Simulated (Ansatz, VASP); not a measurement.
AlGa3N4 in VASP and in Ansatz

```xyz
8
Lattice="4.4944 0.2088 0.2088 0.2088 4.4944 0.2088 0.2088 0.2088 4.4944" Properties=species:S:1:pos:R:3 pbc="T T T"
Al    0.0000    0.0000    0.0000
Ga    2.3516    2.3516    0.2088
Ga    2.3516    0.2088    2.3516
Ga    0.2088    2.3516    2.3516
N     3.6013    3.6013    1.4173
N     3.6013    1.4173    3.6013
N     1.4173    3.6013    3.6013
N     1.2044    1.2044    1.2044
```

Alike in both runs: task single point; functional LDA; k mesh 6 × 6 × 6; occupations gaussian, width 0.05 eV; no spin polarisation.

```csv
,VASP,Ansatz
version,VASP 6.6.1,Ansatz 0.2.0
potentials or method,"VASP PAW LDA potentials, release 64 (Al, Ga_d, N), cutoff 520 eV","scalar-relativistic, plane waves, PAW"
valence electrons in the cell,62,62
```

VASP gave:

```
gap on the k mesh at the Fermi level (eV)                     : 1.51
least direct gap on the mesh (eV)                             : 1.51
pressure (GPa)                                                : -2.0
traceless stress, the component that is largest in VASP (GPa) : -15.46
rms of the force components (eV/Å)                            : 0.291
```

**Question.** Estimate Ansatz's values.

**Answer.** gap on the k mesh at the Fermi level (eV): 1.51; least direct gap on the mesh (eV): 1.51; pressure (GPa): -2.8; traceless stress, the component that is largest in VASP (GPa): -15.20; rms of the force components (eV/Å): 0.262.

Ansatz warns that its potentials were made for another functional, while VASP's fit it. LDA's correlation is that of Perdew and Zunger in VASP and of Perdew and Wang (1992) in Ansatz. Atom by atom the forces differ by 0.031 eV/Å (rms over components).
